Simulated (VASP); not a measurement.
# C (P1) in VASP: single point with PBE+D3(BJ)

Aim: the single point of C with PBE+D3(BJ).

Program: VASP 6.6.1. These are calculated values, not measurements. Logs are shortened: lines on timing, memory, paths and dates and some standing lists are left out, and cuts for length are marked.

## 1. The cell of the first run

The typed cell holds 18 atoms: a = 5.066 Å, b = 5.066 Å, c = 6.636 Å, α = 102.53°, β = 102.53°, γ = 94.24°.

## 2. Single point, PBE+D3(BJ) (dynamics (npt langevin) at 800 K, volume x 1.02, from the last frame before)

INCAR

```
  ALGO = Normal
  EDIFF = 1E-6
  ENCUT = 520
  GGA = PE
  ISIF = 2
  ISMEAR = -1
  IVDW = 12
  LASPH = True
  LCHARG = False
  LREAL = Auto
  LWAVE = False
  NBANDS = 51
  NELM = 100
  PREC = Accurate
  SIGMA = 0.0689
```

KPOINTS

```
Automatic mesh
0
Gamma
  2 2 2
  0.5 0.5 0.5
```

POSCAR

```
C
1.0
    1.2373080000      3.5718000000     -3.3723080000
   -2.4746160000     -2.8574400000     -3.3723080000
   -4.9492320000      2.8574400000      3.3723080000
C
18
Direct
    0.7017152059      0.4068189208      0.7361716378
    0.0219428174      0.3997181399      0.0926788477
    0.3588552988      0.3972430183      0.4073697905
    0.7295762939      0.0855399650      0.4120305977
    0.0403158090      0.0840559510      0.7674764230
    0.3871080947      0.0724911009      0.0842191888
    0.7251189316      0.7460183877      0.0808093895
    0.0495649118      0.7566578398      0.4311882055
    0.3783520994      0.7265755769      0.7478040091
    0.8207663137      0.5145593497      0.9661603914
    0.1368238353      0.5177834091      0.3057882753
    0.4544048555      0.4816247598      0.6320407745
    0.8316232126      0.1929361442      0.6487722104
    0.1293634934      0.1857562172      0.9850078110
    0.5038412888      0.2014675488      0.3095250005
    0.8365971691      0.8491312860      0.3044889598
    0.1443925673      0.8390200171      0.6517071174
    0.5045014205      0.8595297611      0.9721262903
```

Potentials or basis: VASP PAW PBE potentials, release 64 (C).

Started as:

```
cat potpaw_PBE.64/C/POTCAR > POTCAR
mpirun -np 1 vasp_std > vasp.out
```

OUTCAR:

```text
EDIFF = 1E-6
   ENCUT = 520
   GGA = PE
   ISIF = 2
   ISMEAR = -1
   IVDW = 12
   LASPH = True
   LREAL = Auto
   NELM = 100
   PREC = Accurate
 IVDW          = 12

 ion  position               nearest neighbor table
   1  0.702  0.407  0.736-  13 1.39  12 1.41  10 1.48
   2  0.022  0.400  0.093-  14 1.38  11 1.39  10 1.42
   3  0.359  0.397  0.407-  15 1.41  12 1.42  11 1.43
   4  0.730  0.086  0.412-  15 1.43  16 1.46  13 1.51
   5  0.040  0.084  0.767-  14 1.38  13 1.40  17 1.51
   6  0.387  0.072  0.084-  18 1.42  15 1.47  14 1.54
[... 10 lines left out ...]
  17  0.144  0.839  0.652-   8 1.40   9 1.44   5 1.51
  18  0.505  0.860  0.972-   6 1.42   7 1.42   9 1.47

  LATTYP: Found a base centered monoclinic cell.
 ALAT       =     6.8942792433
 B/A-ratio  =     1.0768126595
 C/A-ratio  =     0.9624915471
 COS(beta)  =    -0.3186996513

  Lattice vectors:

 A1 = (   1.2373080000,   3.5718000000,  -3.3723080000)
 A2 = (  -2.4746160000,  -2.8574400000,  -3.3723080000)
 A3 = (  -4.9492320000,   2.8574400000,   3.3723080000)

Analysis of symmetry for initial positions (statically):
=====================================================================
 Subroutine PRICEL returns:
 Original cell was already a primitive cell.

 Routine SETGRP: Setting up the symmetry group for a
 base centered monoclinic supercell.

 Subroutine GETGRP returns: Found  1 space group operations
 (whereof  1 operations were pure point group operations)
 out of a pool of  4 trial point group operations.

The static configuration has the point symmetry C_1 .

Analysis of symmetry for dynamics (positions and initial velocities):
=====================================================================
 Subroutine PRICEL returns:
 Original cell was already a primitive cell.

 Routine SETGRP: Setting up the symmetry group for a
 base centered monoclinic supercell.

 Subroutine GETGRP returns: Found  1 space group operations
 (whereof  1 operations were pure point group operations)
 out of a pool of  4 trial point group operations.

The dynamic configuration has the point symmetry C_1 .

 Subroutine INISYM returns: Found  1 space group operations
 (whereof  1 operations are pure point group operations),
 and found     1 'primitive' translations

----------------------------------------------------------------------------------------

                                     Primitive cell

  volume of cell :     160.9593
[... 105 lines left out ...]
   NFREE  =      0    steps in history (QN), initial steepest desc. (CG)
   ISIF   =      2    stress and relaxation
   ISYM   =      2    0-nonsym 1-usesym 2-fastsym
   POTIM  = 0.5000    time-step for ionic-motion
   TEBEG  =    0.0;   TEEND  =   0.0 temperature during run
   PSTRESS=    0.0 pullay stress
   NELECT =      72.0000    total number of electrons
   NUPDOWN=      -1.0000    fix difference up-down
   EMIN   =  10.00;   EMAX   =-10.00  energy-range for DOS
   EFERMI =   0.00;   METHOD = LEGACY
   ISMEAR =    -1;   SIGMA  =   0.07  broadening in eV -4-tet -1-fermi 0-gaus
   EFERMI_NEDOS =   21; number of points for ismear=-14 and -15
   IALGO  =     38    algorithm
   IMIX   =      4    mixing-type and parameters
     AMIX     =   0.40;   BMIX     =  1.00
     AMIX_MAG =   1.60;   BMIX_MAG =  1.00
  volume/ion in A,a.u.               =       8.94        60.34
  Fermi-wavevector in a.u.,A,eV,Ry     =   1.252027  2.365988 21.328105  1.567572
  Thomas-Fermi vector in A             =   2.385947
   LORBIT       =      0    0 simple, 1 ext, 2 COOP (PROOUT), +10 PAW based schemes
   GGA     = PE    functional components
   LHFCALC =     F    Hartree Fock is set to
   AEXX    =    0.0000 exact exchange contribution
   IVDW    =    12    specifies the selected vdW correction
   LEPSILON=     F    determine dielectric tensor
   LRPA    =     F    only Hartree local field effects (RPA)
 non-spin polarized calculation
  energy-cutoff  :      520.00
  volume of cell :      160.96
 maximum number of plane-waves:      4337
 NGX is ok and might be reduce to    40
   NGX = 19   NGY = 19   NGZ = 25

 number of electron      72.0000000 magnetization

 Free energy of the ion-electron system (eV)
  ---------------------------------------------------
  ext. energy  EPLUGINS =         0.00000000
  ---------------------------------------------------
  free energy    TOTEN  =      -163.79609280 eV

  energy without entropy =     -163.79173613  energy(sigma->0) =     -163.79391447

 E-fermi :   4.5654     XC(G=0): -10.2835

 val. band max:        4.2314279659   @ k =  -0.2500  -0.2500   0.2500
 cond. band min:       4.9050272993   @ k =  -0.2500  -0.2500   0.2500
 fundamental gap:      0.6735993335
 Fermi energy:         4.5654260157

 k-point     1 :       0.2500    0.2500    0.2500
  band No.  band energies     occupation
      1     -14.2761      2.00000
      2     -14.1600      2.00000
      3     -12.9585      2.00000
      4     -12.8335      2.00000
      5     -10.6464      2.00000
      6     -10.5367      2.00000
[... 193 lines left out ...]
     47      11.6828      0.00000
     48      11.7773      0.00000
 [bands above 48 left out]

------------------------ aborting loop because EDIFF is reached ----------------------------------------

 Edisp (eV)   -2.78429

 E8    (eV) :    -0.7889

  FORCE on cell =-STRESS in cart. coord.  units (eV):
  Direction    XX          YY          ZZ          XY          YZ          ZX
  --------------------------------------------------------------------------------------
  -------------------------------------------------------------------------------------
  Total      -3.14199    -2.88034    -2.42961    -0.72914     0.23413     0.04290
  in kB     -31.27512   -28.67067   -24.18413    -7.25780     2.33050     0.42706
  external pressure =      -28.04 kB  Pullay stress =        0.00 kB

 VOLUME and BASIS-vectors are now :
 -----------------------------------------------------------------------------
  energy-cutoff  :      520.00
  volume of cell :      160.96
      direct lattice vectors                 reciprocal lattice vectors
     1.237308000  3.571800000 -3.372308000     0.000000000  0.155539379 -0.131792364
    -2.474616000 -2.857440000 -3.372308000    -0.134701034 -0.077769690 -0.131792364
    -4.949232000  2.857440000  3.372308000    -0.134701034  0.077769690  0.032948091

 POSITION                                       TOTAL-FORCE (eV/Angst)
 -----------------------------------------------------------------------------------
     -3.78197      3.44749     -1.25572        -2.010835      2.532456      1.010889
     -1.42069     -0.79897     -1.10943         0.676383     -1.508903     -1.060686
     -2.55518      1.31070     -1.17602        -1.376761      0.671206      0.302488
     -1.34820      3.53883     -1.35933        -1.417858      0.917088      0.727304
     -3.95654      2.09683      2.16875         2.653496      0.616243      0.452633
     -0.11724      1.41619     -1.26590        -1.740297     -1.886875      0.035405
[... 10 lines left out ...]
     -5.12304     -0.01949     -1.11861        -1.752629     -0.028029     -1.495417
     -6.31406      2.12372     -1.32162         0.843954     -0.689598      0.643775
 -----------------------------------------------------------------------------------
    total drift:                                0.035359     -0.003461     -0.004320

  FREE ENERGIE OF THE ION-ELECTRON SYSTEM (eV)
  ---------------------------------------------------
  free  energy   TOTEN  =      -166.5803792842 eV

  energy  without entropy=     -166.5760226074  energy(sigma->0) =     -166.57820095
```

OSZICAR:

```text
N       E                     dE             d eps       ncg     rms          rms(c)
DAV:   1     0.282952974053E+03    0.28295E+03   -0.36588E+04   408   0.132E+03
DAV:   2    -0.148343861869E+03   -0.43130E+03   -0.41347E+03   506   0.279E+02
DAV:   3    -0.173492426256E+03   -0.25149E+02   -0.24909E+02   512   0.656E+01
DAV:   4    -0.173927953668E+03   -0.43553E+00   -0.43448E+00   528   0.946E+00
DAV:   5    -0.173939062785E+03   -0.11109E-01   -0.11102E-01   536   0.146E+00    0.186E+01
DAV:   6    -0.166177696033E+03    0.77614E+01   -0.79531E+00   480   0.102E+01    0.109E+01
DAV:   7    -0.163760825173E+03    0.24169E+01   -0.85798E+00   496   0.105E+01    0.299E+00
DAV:   8    -0.163790282430E+03   -0.29457E-01   -0.23542E-01   477   0.190E+00    0.893E-01
DAV:   9    -0.163795212404E+03   -0.49300E-02   -0.12661E-02   520   0.497E-01    0.124E-01
DAV:  10    -0.163795731780E+03   -0.51938E-03   -0.88122E-04   528   0.144E-01    0.625E-02
DAV:  11    -0.163796022526E+03   -0.29075E-03   -0.26838E-04   496   0.753E-02    0.282E-02
DAV:  12    -0.163796088813E+03   -0.66287E-04   -0.59121E-05   472   0.347E-02    0.630E-03
DAV:  13    -0.163796092780E+03   -0.39669E-05   -0.59549E-06   480   0.107E-02    0.229E-03
DAV:  14    -0.163796092805E+03   -0.24765E-07   -0.32010E-07   328   0.283E-03
   1 F= -.16658038E+03 E0= -.16657820E+03  d E =-.435668E-02
```

stdout:

```text
POSCAR found type information on POSCAR C
 POSCAR found :  1 types and      18 ions
 scaLAPACK will be used
 LDA part: xc-table for (Slater+PW92), standard interpolation
 POSCAR, INCAR and KPOINTS ok, starting setup
 FFT: planning ... GRIDC
 FFT: planning ... GRID_SOFT
 FFT: planning ... GRID
 WAVECAR not read
 entering main loop
```

Wall time 58 s (1 thread of Intel Xeon Platinum 8259CL at 2.50GHz (Skylake/Cascade Lake), shared host); peak memory 0.25 GiB.

Results:

```yaml
Free_energy: -166.5804 eV
Pressure: -2.8 GPa
Largest_force: 5.125 eV/Å
Band_gap_on_the_k_mesh: 0.67 eV, direct
Dispersion_energy_per_atom: -0.155 eV
```

Forces in eV/Å, atoms in the order of the input:
```
C   -2.011  2.532  1.011
C    0.676 -1.509 -1.061
C   -1.377  0.671  0.302
C   -1.418  0.917  0.727
C    2.653  0.616  0.453
C   -1.740 -1.887  0.035
C    0.162  0.311  0.109
C    3.473  0.558  1.172
C   -1.543 -0.959  1.153
C   -0.685 -1.712  0.336
C   -1.857  1.832 -0.046
C   -1.684 -0.242 -2.491
C    3.262 -2.125 -0.260
C    2.002  4.672 -0.661
C    3.322 -0.235  0.701
C   -2.328 -2.724 -0.630
C   -1.753 -0.028 -1.495
C    0.844 -0.690  0.644
```

Caveat: the k points lie up to 0.64 Å⁻¹ apart; forces of over 1 eV/Å act on the atoms, so gaps and moduli don't describe the material at rest.
